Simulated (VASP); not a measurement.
ZnSe (Stilleite):

```
Zn Se
1.0
     0.00000    2.83242    2.83242
     2.83242    0.00000    2.83242
     2.83242    2.83242    0.00000
Zn Se
1 1
Cartesian
  0.0000 0.0000 0.0000
  1.4162 1.4162 1.4162
```

Base run:

| Quantity | Value |
| --- | --- |
| Program | VASP 6.6.1 |
| Functional | r2SCAN |
| Potentials or basis | VASP PAW PBE potentials, release 64 (Zn, Se) |
| Cutoff | 520 eV |
| k mesh | 8 × 8 × 8 |
| Occupations | gaussian, width 0.01 eV |
| Spin | no spin polarisation |

Its results: band gap on the k mesh 1.87 eV, direct; pressure 0.1 GPa.

Q: The run is repeated on the same cell with these changes: functional from r2SCAN to PBE. What comes out?

A: Band gap on the k mesh 1.30 eV, direct; pressure 2.4 GPa.

r2SCAN gives the wider gap, since meta-GGAs in the generalised Kohn-Sham scheme recover part of the derivative discontinuity.

Caveats: the PAW data sets were made with another functional, which shifts forces and pressure a little (some runs).

